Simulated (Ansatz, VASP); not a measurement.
One calculation of Al2GaP3, two programs

Contents of INCAR:

```
SYSTEM = Al2GaP3
  PREC = Accurate
  ENCUT = 520
  EDIFF = 1E-7
  ISMEAR = 0
  SIGMA = 0.01
  LREAL = .False.
  LASPH = .True.
  NELM = 60
  ALGO = Normal
  ISIF = 2
  LWAVE = .False.
  LCHARG = .False.
  GGA = PE
  NBANDS = 26
```

File KPOINTS:

```
Automatic mesh
0
Gamma
  12 12 4
  0 0 0
```

POSCAR

```
Al2GaP3
1.0
    3.8683054428      0.0000000000      0.0000000000
   -1.9341527214      3.3500507831      0.0000000000
    0.0000000000      0.0000000000      9.4738397981
Al Ga P
2 1 3
Direct
    0.0000000000      0.0000000000      0.0001896586
    0.6666666667      0.3333333333      0.6661207826
    0.3333333333      0.6666666667      0.3335091645
    0.6666666667      0.3333333333      0.9167540636
    0.3333333333      0.6666666667      0.5832435861
    0.0000000000      0.0000000000      0.2501827445
```

Input for Ansatz:

```yaml
crystal:
  lattice:
    - [3.8683054428, 0.0, 0.0]
    - [-1.9341527214, 3.3500507831, 0.0]
    - [0.0, 0.0, 9.4738397981]
  atoms:
    - { symbol: Al, position: [0.0, 0.0, 0.0001896586] }
    - { symbol: Al, position: [0.6666666667, 0.3333333333, 0.6661207826] }
    - { symbol: Ga, position: [0.3333333333, 0.6666666667, 0.3335091645] }
    - { symbol: P, position: [0.6666666667, 0.3333333333, 0.9167540636] }
    - { symbol: P, position: [0.3333333333, 0.6666666667, 0.5832435861] }
    - { symbol: P, position: [0.0, 0.0, 0.2501827445] }
kpoints:
  mp_grid: { grid: [12, 12, 4] }
  band_path:
    path:
      - [0.0, 0.0, 0.0]
      - [0.5, 0.0, 0.0]
      - [0.3333333333, 0.3333333333, 0.0]
      - [0.0, 0.0, 0.5]
      - [0.5, 0.0, 0.5]
      - [0.3333333333, 0.3333333333, 0.5]
      - [0.0, 0.5, 0.0]
    npoints: 1
hamiltonian:
  xc: pbe
scf:
  occupations: { method: fixed }
  n_extra_bands: 5
output:
  forces: true
  stress: true
  eigenvalues: true
```

Alike in both runs: task single point; functional PBE; k mesh 12 × 12 × 4; no spin polarisation.

|  | VASP | Ansatz |
| --- | --- | --- |
| version | VASP 6.6.1 | Ansatz 0.2.0 |
| potentials or method | VASP PAW PBE potentials, release 64 (Al, Ga_d, P) | plane waves, PAW |
| plane-wave cutoff (eV) | 520 | 420 |
| occupations | gaussian, width 0.01 eV | fixed |
| valence electrons in the cell | 34 | 34 |

Ansatz gave:

```
gap on the k mesh at the Fermi level (eV) : 1.57
pressure (GPa)                            : 1.7
rms of the force components (eV/Å)        : 0.022
```

Question: What did VASP give for the same quantities?

Answer: gap on the k mesh at the Fermi level (eV): 1.57; pressure (GPa): 1.6; rms of the force components (eV/Å): 0.023.

Atom by atom the forces differ by 0.002 eV/Å (rms over components).
